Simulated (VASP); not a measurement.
# BN in VASP: further runs, part 2 of 2

VASP 6.6.1. Earlier steps stand in the parts before.

## 4. Single point, HSE06 (strain +4.0%)

The input, POSCAR:

```
BN
1.0
    0.0000000000      1.8770184676      1.8770184676
    1.8770184676      0.0000000000      1.8770184676
    1.8770184676      1.8770184676      0.0000000000
B N
1 1
Direct
    0.0000000000      0.0000000000      0.0000000000
    0.2500000000      0.2500000000      0.2500000000
```

The input, INCAR.step1:

```
ALGO = Normal
EDIFF = 1E-5
ENCUT = 520
GGA = PE
ISIF = 2
ISMEAR = 0
LASPH = T
LCHARG = F
LREAL = F
LWAVE = T
NBANDS = 11
NELM = 80
PREC = Accurate
SIGMA = 0.01
```

The input, INCAR.step2:

```
ALGO = Normal
EDIFF = 1E-7
ENCUT = 520
GGA = PE
HFSCREEN = 0.2079
ISIF = 2
ISMEAR = 0
ISTART = 1
LASPH = T
LCHARG = F
LHFCALC = T
LREAL = F
LWAVE = F
NBANDS = 11
NELM = 80
PREC = Accurate
PRECFOCK = Normal
SIGMA = 0.01
```

The input, KPOINTS:

```
k-points
0
Gamma
  8 8 8
```

Potentials or basis: VASP PAW PBE potentials, release 64 (B, N).

Launch:

```console
$ cat potpaw_PBE.64/B/POTCAR potpaw_PBE.64/N/POTCAR > POTCAR
$ cp INCAR.step1 INCAR
$ mpirun -np 1 vasp_std > vasp.out
$ cp INCAR.step2 INCAR
$ mpirun -np 1 vasp_std > vasp.out
```

OUTCAR:

```text
EDIFF = 1E-7
   ENCUT = 520
   GGA = PE
   HFSCREEN = 0.2079
   ISIF = 2
   ISMEAR = 0
   ISTART = 1
   LASPH = T
   LHFCALC = T
   LREAL = F
   NELM = 80
   PREC = Accurate
   PRECFOCK = Normal

 ion  position               nearest neighbor table
   1  0.000  0.000  0.000-   2 1.63   2 1.63   2 1.63   2 1.63
   2  0.250  0.250  0.250-   1 1.63   1 1.63   1 1.63   1 1.63

  LATTYP: Found a face centered cubic cell.
 ALAT       =     3.7540369352

  Lattice vectors:

 A1 = (   0.0000000000,   1.8770184676,   1.8770184676)
 A2 = (   1.8770184676,   0.0000000000,   1.8770184676)
 A3 = (   1.8770184676,   1.8770184676,   0.0000000000)

Analysis of symmetry for initial positions (statically):
=====================================================================
 Subroutine PRICEL returns:
 Original cell was already a primitive cell.

 Routine SETGRP: Setting up the symmetry group for a
 face centered cubic supercell.

 Subroutine GETGRP returns: Found 24 space group operations
 (whereof 24 operations were pure point group operations)
 out of a pool of 48 trial point group operations.

The static configuration has the point symmetry T_d .

Analysis of symmetry for dynamics (positions and initial velocities):
=====================================================================
 Subroutine PRICEL returns:
 Original cell was already a primitive cell.

 Routine SETGRP: Setting up the symmetry group for a
 face centered cubic supercell.

 Subroutine GETGRP returns: Found 24 space group operations
 (whereof 24 operations were pure point group operations)
 out of a pool of 48 trial point group operations.

The dynamic configuration has the point symmetry T_d .

 Subroutine INISYM returns: Found 24 space group operations
 (whereof 24 operations are pure point group operations),
 and found     1 'primitive' translations

----------------------------------------------------------------------------------------

                                     Primitive cell

  volume of cell :      13.2262

  direct lattice vectors                    reciprocal lattice vectors
     0.000000000  1.877018468  1.877018468    -0.266379904  0.266379904  0.266379904
     1.877018468  0.000000000  1.877018468     0.266379904 -0.266379904  0.266379904
     1.877018468  1.877018468  0.000000000     0.266379904  0.266379904 -0.266379904

  length of vectors
     2.654504974  2.654504974  2.654504974     0.461383529  0.461383529  0.461383529

  position of ions in fractional coordinates (direct lattice)
     0.000000000  0.000000000  0.000000000
     0.250000000  0.250000000  0.250000000

  ion indices of the primitive-cell ions
   primitive index   ion index
                 1           1
                 2           2

----------------------------------------------------------------------------------------

 KPOINTS: k-points

Automatic generation of k-mesh.
 Grid dimensions read from file:
 generate k-points for:    8    8    8

 Generating k-lattice:
[... 24 lines left out ...]
  0.125000  0.125000  0.000000      6.000000
[... 16 lines left out ...]
  0.500000  0.250000  0.125000     48.000000
 -0.375000  0.250000  0.125000     24.000000
 [... further k-points ...]
   k-points           NKPTS =     29   k-points in BZ     NKDIM =    512   number of bands    NBANDS=     11
   number of dos      NEDOS =    301   number of ions     NIONS =      2
   total plane-waves  NPLWV =   8000
   dimension x,y,z NGX =    20 NGY =   20 NGZ =   20
   dimension x,y,z NGXF=    40 NGYF=   40 NGZF=   40
   ions per type =               1   1
   NGX,Y,Z   is equivalent  to a cutoff of  12.53, 12.53, 12.53 a.u.
   NGXF,Y,Z  is equivalent  to a cutoff of  25.05, 25.05, 25.05 a.u.
 SYSTEM =  unknown system
   PREC   = accura    normal or accurate (medium, high low for compatibility)
   ISTART =      1    job   : 0-new  1-cont  2-samecut
   ICHARG =      0    charge: 1-file 2-atom 10-const
   ISPIN  =      1    spin polarized calculation?
   LNONCOLLINEAR =      F non collinear calculations
   LSORBIT =      F    spin-orbit coupling
   LASPH  =      T    aspherical Exc in radial PAW
   ENCUT  =  520.0 eV  38.22 Ry    6.18 a.u.   4.94  4.94  4.94*2*pi/ulx,y,z
   NELM   =     80;   NELMIN=  2; NELMDL=  0     # of ELM steps
   EDIFF  = 0.1E-06   stopping-criterion for ELM
   LREAL  =      F    real-space projection
   EDIFFG = 0.1E-05   stopping-criterion for IOM
   NSW    =      0    number of steps for IOM
   IBRION =     -1    ionic relax: 0-MD 1-quasi-New 2-CG
   NFREE  =      0    steps in history (QN), initial steepest desc. (CG)
   ISIF   =      2    stress and relaxation
   ISYM   =      3    0-nonsym 1-usesym 2-fastsym
   POTIM  = 0.5000    time-step for ionic-motion
   TEBEG  =    0.0;   TEEND  =   0.0 temperature during run
   PSTRESS=    0.0 pullay stress
   NELECT =       8.0000    total number of electrons
   NUPDOWN=      -1.0000    fix difference up-down
   EMIN   =  10.00;   EMAX   =-10.00  energy-range for DOS
   EFERMI =   0.00;   METHOD = LEGACY
   ISMEAR =     0;   SIGMA  =   0.01  broadening in eV -4-tet -1-fermi 0-gaus
   EFERMI_NEDOS =   21; number of points for ismear=-14 and -15
   IALGO  =     38    algorithm
   IMIX   =      1    mixing-type and parameters
     AMIX     =   0.40;   BMIX     =  1.00
     AMIX_MAG =   1.60;   BMIX_MAG =  1.00
  volume/ion in A,a.u.               =       6.61        44.63
  Fermi-wavevector in a.u.,A,eV,Ry     =   1.384500  2.616326 26.080194  1.916840
  Thomas-Fermi vector in A             =   2.508998
   LORBIT       =      0    0 simple, 1 ext, 2 COOP (PROOUT), +10 PAW based schemes
   GGA     = PE    functional components
   LHFCALC =     T    Hartree Fock is set to
   PRECFOCK=normal    Normal, Fast or Accurate (Low or Medium for compatibility)
   ENCUT4O =  -1.0   cutoff for four orbital integrals eV
   NKREDX  =     1    reduce k-point grid by
   NKREDY  =     1    reduce k-point grid by
   NKREDZ  =     1    reduce k-point grid by
   AEXX    =    0.2500 exact exchange contribution
   HFSCREEN=    0.2079 screening length (either q_TF or 0.3 A-1)
   HFSCREENC=   0.2079 screening length for correlation (either q_TF or 0.3 A-1)
   ENCUTFOCK=  -1.0 apply spherical cutoff to Coloumb kernel
   IVDW    =     0    specifies the selected vdW correction
   LEPSILON=     F    determine dielectric tensor
   LRPA    =     F    only Hartree local field effects (RPA)
 non-spin polarized calculation
 Gauss-broadening in eV      SIGMA  =   0.01
  energy-cutoff  :      520.00
  volume of cell :       13.23
 maximum number of plane-waves:       363
  NGX = 16; NGY = 16; NGZ = 16

 number of electron       8.0000002 magnetization

 Free energy of the ion-electron system (eV)
  ---------------------------------------------------
  ext. energy  EPLUGINS =         0.00000000
  ---------------------------------------------------
  free energy    TOTEN  =       -20.10781440 eV

  energy without entropy =      -20.10781440  energy(sigma->0) =      -20.10781440

 E-fermi :   5.4175     XC(G=0): -10.0649

 val. band max:        5.2417088984   @ k =   0.0000   0.0000   0.0000
 cond. band min:      10.8553552883   @ k =   0.5000   0.5000   0.0000
 fundamental gap:      5.6136463899
 Fermi energy:         5.4174788636

 k-point     1 :       0.0000    0.0000    0.0000
  band No.  band energies     occupation
      1     -15.5778      2.00000
      2       5.2417      2.00000
      3       5.2417      2.00000
      4       5.2417      2.00000
      5      15.2080      0.00000
      6      15.2080      0.00000
      7      15.2080      0.00000
      8      15.4807      0.00000
      9      29.8176      0.00000
     10      33.5716      0.00000
     11      33.5716      0.00000
[... 309 lines left out ...]
 k-point    24 :      -0.3750    0.2500    0.1250
  band No.  band energies     occupation
      1     -10.9385      2.00000
      2      -4.3506      2.00000
      3       0.4206      2.00000
      4       1.9280      2.00000
      5      15.9624      0.00000
      6      17.0578      0.00000
      7      20.2774      0.00000
      8      21.7604      0.00000
      9      25.4608      0.00000
     10      31.4434      0.00000
     11      33.0414      0.00000

 [... further k-points ...]
[... 5 lines left out ...]
  --------------------------------------------------------------------------------------
  -------------------------------------------------------------------------------------
  Total       -3.3847707     -3.3847707     -3.3847707      0.0000000     -0.0000000      0.0000000
  in kB     -410.0192057   -410.0192057   -410.0192057      0.0000000     -0.0000000      0.0000000
  external PRESSURE =    -410.0192057 kB  Pullay stress =       0.0000000 kB

 VOLUME and BASIS-vectors are now :
 -----------------------------------------------------------------------------
  energy-cutoff  :      520.00
  volume of cell :       13.23
      direct lattice vectors                 reciprocal lattice vectors
     0.000000000  1.877018468  1.877018468    -0.266379904  0.266379904  0.266379904
     1.877018468  0.000000000  1.877018468     0.266379904 -0.266379904  0.266379904
     1.877018468  1.877018468  0.000000000     0.266379904  0.266379904 -0.266379904

 POSITION                                       TOTAL-FORCE (eV/Angst)
 -----------------------------------------------------------------------------------
      0.00000      0.00000      0.00000        -0.000000     -0.000000     -0.000000
      0.93851      0.93851      0.93851         0.000000      0.000000      0.000000
 -----------------------------------------------------------------------------------
    total drift:                                0.000000     -0.000000      0.000000

  FREE ENERGIE OF THE ION-ELECTRON SYSTEM (eV)
  ---------------------------------------------------
  free  energy   TOTEN  =       -20.1078144047 eV

  energy  without entropy=      -20.1078144047  energy(sigma->0) =      -20.10781440
```

OUTCAR.step1:

```text
EDIFF = 1E-5
   ENCUT = 520
   GGA = PE
   ISIF = 2
   ISMEAR = 0
[... 557 lines left out ...]
 -----------------------------------------------------------------------------------
      0.00000      0.00000      0.00000        -0.000000     -0.000000     -0.000000
      0.93851      0.93851      0.93851         0.000000      0.000000      0.000000
 -----------------------------------------------------------------------------------
    total drift:                               -0.000000     -0.000000     -0.000000

  FREE ENERGIE OF THE ION-ELECTRON SYSTEM (eV)
  ---------------------------------------------------
  free  energy   TOTEN  =       -17.3097430709 eV

  energy  without entropy=      -17.3097430709  energy(sigma->0) =      -17.30974307
```

OSZICAR.step1:

```text
N       E                     dE             d eps       ncg     rms          rms(c)
DAV:   1     0.882893698776E+01    0.88289E+01   -0.49443E+03   670   0.727E+02
DAV:   2    -0.175735063774E+02   -0.26402E+02   -0.25672E+02   750   0.156E+02
DAV:   3    -0.181194390684E+02   -0.54593E+00   -0.54455E+00   752   0.191E+01
DAV:   4    -0.181201515412E+02   -0.71247E-03   -0.71246E-03   689   0.775E-01
DAV:   5    -0.181201523440E+02   -0.80284E-06   -0.80282E-06   749   0.256E-02    0.612E+00
DAV:   6    -0.173611815034E+02    0.75897E+00   -0.31678E+00   671   0.967E+00    0.291E+00
DAV:   7    -0.173201328613E+02    0.41049E-01   -0.67926E-02   695   0.227E+00    0.178E+00
DAV:   8    -0.173095738038E+02    0.10559E-01   -0.30420E-02   710   0.124E+00    0.142E-01
DAV:   9    -0.173096331324E+02   -0.59329E-04   -0.12461E-03   674   0.251E-01    0.726E-02
DAV:  10    -0.173097363519E+02   -0.10322E-03   -0.13903E-04   673   0.101E-01    0.140E-02
DAV:  11    -0.173097430709E+02   -0.67189E-05   -0.12359E-05   731   0.282E-02
   1 F= -.17309743E+02 E0= -.17309743E+02  d E =-.527347E-85
```

Run time: 9 min. Hardware: 1 thread of AMD EPYC 9R45 (Zen 5), shared host; peak memory 0.2 GiB.

Results:

- Free energy: -20.1078 eV
- Pressure: -41.0 GPa
- Band gap on the k mesh: 5.61 eV, indirect (least direct gap 9.97 eV)

Levels at points of the mesh, in eV from the valence-band top:
| k point | band 2 | band 3 | band 4 | band 5 | band 6 | band 7 |
| --- | --- | --- | --- | --- | --- | --- |
| (0.00, 0.00, 0.00) | 0.00 | 0.00 | 0.00 | 9.97 | 9.97 | 9.97 |
| (0.50, 0.00, 0.00) | -10.58 | -1.89 | -1.89 | 10.33 | 11.84 | 11.84 |
| (0.50, 0.50, 0.00) | -9.03 | -4.75 | -4.75 | 5.61 | 10.05 | 18.68 |

Caveat: the cell differs from its parent crystal (strain +4.0%); the PAW data sets were made with another functional, which shifts forces and pressure a little. A k mesh can miss the band edges.

## 5. The runs side by side

| level | cell | k mesh | grid for exact exchange (PRECFOCK) | screening parameter | gap on the mesh (eV) | pressure (GPa) |
| --- | --- | --- | --- | --- | --- | --- |
| r2SCAN | a = 2.552, b = 2.552, c = 2.527 Å, angles 60.3, 60.3, 60.7°, 2 atoms | 12 × 12 × 12 | - | - | 4.91 | 1.3 |
| HSE06 | a = 2.552 Å, angles 60.0°, 2 atoms | 8 × 8 × 8 | Normal | 0.2079 1/Å | 5.78 | -3.9 |
| HSE06 | a = 2.655 Å, angles 60.0°, 2 atoms | 8 × 8 × 8 | Normal | 0.2079 1/Å | 5.61 | -41.0 |

Alike in all rows: task single point; potentials or basis VASP PAW PBE potentials, release 64 (B, N); no spin polarisation; cutoff (eV) 520; smearing gaussian 0.01 eV.

Caveats: the PAW data sets were made with another functional, which shifts forces and pressure a little.

Absolute energies hang on the potentials; compare differences alone.
